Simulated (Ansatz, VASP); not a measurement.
TiIn2: VASP beside Ansatz

```
CELL_PARAMETERS angstrom
4.94028 0.00000 0.00000
-2.47014 4.27840 0.00000
0.00000 0.00000 3.02056
ATOMIC_POSITIONS crystal
Ti 0.00000 0.00000 0.00000
In 0.33333 0.66667 0.50000
In 0.66667 0.33333 0.50000
```

Change from the starting cell: species swapped into the EuSi2 type (P6/mmm, No. 191).

Alike in both runs: functional PBE; k mesh 6 × 6 × 6; occupations gaussian, width 0.1 eV; no spin polarisation.

Ansatz relaxed the structure, and its values are those at the end. VASP's run is a single point on that final structure, the one shown.

|  | VASP | Ansatz |
| --- | --- | --- |
| version | VASP 6.6.1 | Ansatz 0.2.0 |
| potentials or method | VASP PAW PBE potentials, release 64 (Ti_sv, In_d), cutoff 520 eV | scalar-relativistic, plane waves, PAW |
| valence electrons in the cell | 38 | 38 |

```csv
,VASP,Ansatz,Ansatz less VASP
gap on the k mesh at the Fermi level (eV),none,none,-
pressure (GPa),-0.1,-0.1,-0.01
```

A gap of «none» marks a metal or a gap that the smearing closes. The functional is the same, so the differences come from potentials, cutoffs and numerics.
